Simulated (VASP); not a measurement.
# Al in VASP: notebook, part 2 of 2

VASP 6.6.1. The steps go on from the part before.

## Step 3: Single point, PBE

Input file INCAR:

```
SYSTEM = Al
PREC     = Accurate       ! precision mode
ENCUT    = 520            ! plane-wave cutoff, eV
EDIFF    = 1E-6           ! SCF threshold, eV
ISMEAR   = 0              ! smearing method
SIGMA    = 0.1            ! smearing width, eV
LREAL    = .FALSE.        ! projectors in reciprocal space
LASPH    = .TRUE.         ! aspherical terms in the spheres
NELM     = 80             ! most SCF steps
ALGO     = Normal         ! electronic algorithm
ISIF     = 2              ! what is computed and relaxed
LWAVE    = .FALSE.        ! write WAVECAR
LCHARG   = .FALSE.        ! write CHGCAR
LDIPOL   = .TRUE.       
IDIPOL   = 3            
DIPOL    = 0.5 0.5 0.327
GGA      = PE             ! functional
NBANDS   = 32             ! bands
```

Input file KPOINTS:

```
Automatic mesh
0
G
  5 5 1
  0 0 0
```

Input file POSCAR:

```
Al
1.0
    5.7135165838      0.0000000000      0.0000000000
    0.0000000000      5.7135165838      0.0000000000
    0.0000000000      0.0000000000     19.6746954281
Al
13
Direct
    0.2500000000      0.2500000000      0.2033068321
    0.2500000000      0.7500000000      0.2033068321
    0.7500000000      0.2500000000      0.2033068321
    0.7500000000      0.7500000000      0.2033068321
    0.0000000000      0.0000000000      0.3092728605
    0.0000000000      0.5000000000      0.3092728605
    0.5000000000      0.0000000000      0.3092728605
    0.5000000000      0.5000000000      0.3092728605
    0.2500000000      0.2500000000      0.4154928577
    0.2500000000      0.7500000000      0.4154928577
    0.7500000000      0.2500000000      0.4154928577
    0.7500000000      0.7500000000      0.4154928577
    0.3333333333      0.3333333333      0.5440390761
```

Potentials or basis: VASP PAW PBE potentials, release 64 (Al).

The run is started by

```
$ cat potpaw_PBE.64/Al/POTCAR > POTCAR
$ mpirun -np 1 vasp_std > vasp.out
```

OUTCAR:

```text
SYSTEM = Al
   PREC = Accurate
   ENCUT = 520
   EDIFF = 1E-6
   ISMEAR = 0
   LREAL = .FALSE.
   LASPH = .TRUE.
   NELM = 80
   ISIF = 2
   GGA = PE

 ion  position               nearest neighbor table
   1  0.250  0.250  0.203-   2 2.86   3 2.86   2 2.86   3 2.86   7 2.90   8 2.90   5 2.90   6 2.90

   2  0.250  0.750  0.203-   1 2.86   4 2.86   1 2.86   4 2.86   7 2.90   8 2.90   5 2.90   6 2.90

   3  0.750  0.250  0.203-   1 2.86   4 2.86   4 2.86   1 2.86   7 2.90   8 2.90   5 2.90   6 2.90
[... 15 lines left out ...]
  11  0.750  0.250  0.415-   9 2.86  12 2.86  12 2.86   9 2.86   5 2.91   6 2.91   7 2.91   8 2.91

  12  0.750  0.750  0.415-  10 2.86  11 2.86  11 2.86  10 2.86   5 2.91   6 2.91   7 2.91   8 2.91

  13  0.333  0.333  0.544-   9 2.62

  LATTYP: Found a simple tetragonal cell.
 ALAT       =     5.7135165838
 C/A-ratio  =     3.4435351923

  Lattice vectors:

[... 499 lines left out ...]
     31       2.8465      0.00000
 [bands above 31 left out]

------------------------ aborting loop because EDIFF is reached ----------------------------------------

 vacuum level on the upper side and lower side of the slab       (xc-potential included)        -0.391        -0.073

  FORCE on cell =-STRESS in cart. coord.  units (eV):
  Direction    XX          YY          ZZ          XY          YZ          ZX
  --------------------------------------------------------------------------------------
  -------------------------------------------------------------------------------------
  Total       -8.3206565     -8.3206565     -0.3440893      0.0468741      0.6417294      0.6417294
  in kB      -20.7564545    -20.7564545     -0.8583546      0.1169307      1.6008385      1.6008386
  external PRESSURE =     -14.1237546 kB  Pullay stress =       0.0000000 kB

 VOLUME and BASIS-vectors are now :
 -----------------------------------------------------------------------------
  energy-cutoff  :      520.00
  volume of cell :      642.27
      direct lattice vectors                 reciprocal lattice vectors
     5.713516584  0.000000000  0.000000000     0.175023558  0.000000000  0.000000000
     0.000000000  5.713516584  0.000000000     0.000000000  0.175023558  0.000000000
     0.000000000  0.000000000 19.674695428     0.000000000  0.000000000  0.050826708

 POSITION                                       TOTAL-FORCE (eV/Angst)
 -----------------------------------------------------------------------------------
      1.42838      1.42838      4.00000        -0.032161     -0.032161     -0.003966
      1.42838      4.28514      4.00000         0.051855      0.039669     -0.028450
      4.28514      1.42838      4.00000         0.039669      0.051855     -0.028450
      4.28514      4.28514      4.00000        -0.046106     -0.046106      0.015928
      0.00000      0.00000      6.08485         0.038993      0.038993      0.060829
      0.00000      2.85676      6.08485        -0.018295     -0.043517      0.064895
      2.85676      0.00000      6.08485        -0.043517     -0.018295      0.064895
      2.85676      2.85676      6.08485        -0.005337     -0.005337      0.028085
      1.42838      1.42838      8.17470        -0.169575     -0.169575     -0.668457
      1.42838      4.28514      8.17470         0.031337     -0.060277      0.214482
      4.28514      1.42838      8.17470        -0.060277      0.031337      0.214482
      4.28514      4.28514      8.17470        -0.039029     -0.039029      0.090212
      1.90451      1.90451     10.70380         0.252443      0.252443     -0.024484
 -----------------------------------------------------------------------------------
    total drift:                                0.000008      0.000008      0.000001

  FREE ENERGIE OF THE ION-ELECTRON SYSTEM (eV)
  ---------------------------------------------------
  free  energy   TOTEN  =       -43.7308184768 eV

  energy  without entropy=      -43.7181750042  energy(sigma->0) =      -43.72449674

 vacuum level on the upper side and lower side of the slab         3.808         4.133
```

OSZICAR:

```text
N       E                     dE             d eps       ncg     rms          rms(c)
DAV:   1     0.115652535863E+03    0.11565E+03   -0.11202E+04   576   0.841E+02
DAV:   2    -0.364681242426E+02   -0.15212E+03   -0.14600E+03   760   0.135E+02
DAV:   3    -0.455063994701E+02   -0.90383E+01   -0.87619E+01   728   0.322E+01
[... 16 lines left out ...]
DAV:  20    -0.437307835168E+02   -0.35771E-04   -0.27662E-06   552   0.486E-03    0.187E-03
DAV:  21    -0.437308090065E+02   -0.25490E-04   -0.38917E-06   608   0.392E-03    0.109E-03
DAV:  22    -0.437308147359E+02   -0.57294E-05   -0.59833E-07   576   0.228E-03    0.640E-04
DAV:  23    -0.437308176264E+02   -0.28905E-05   -0.35646E-07   528   0.167E-03    0.288E-04
DAV:  24    -0.437308184768E+02   -0.85041E-06   -0.15743E-07   480   0.125E-03
   1 F= -.43730818E+02 E0= -.43724497E+02  d E =-.126435E-01
```

stdout:

```text
POSCAR found type information on POSCAR Al
 POSCAR found :  1 types and      13 ions
 scaLAPACK will be used
 LDA part: xc-table for (Slater+PW92), standard interpolation
 POSCAR, INCAR and KPOINTS ok, starting setup
 FFT: planning ... GRIDC
 FFT: planning ... GRID_SOFT
 FFT: planning ... GRID
 WAVECAR not read
 entering main loop
```

Run time: 3.9 min. Hardware: 1 thread of Intel Xeon 6975P-C (Granite Rapids), shared host; peak memory 0.61 GiB.

What came out:

```yaml
Free_energy: -43.7308 eV
Largest_force: 0.710 eV/Å
Band_gap_on_the_k_mesh: zero (an odd number of electrons rules out a gap without spin polarisation)
```

Forces in eV/Å, atoms in the order of the input:
```
Al  -0.032 -0.032 -0.004
Al   0.052  0.040 -0.028
Al   0.040  0.052 -0.028
Al  -0.046 -0.046  0.016
Al   0.039  0.039  0.061
Al  -0.018 -0.044  0.065
Al  -0.044 -0.018  0.065
Al  -0.005 -0.005  0.028
Al  -0.170 -0.170 -0.668
Al   0.031 -0.060  0.214
Al  -0.060  0.031  0.214
Al  -0.039 -0.039  0.090
Al   0.252  0.252 -0.024
```
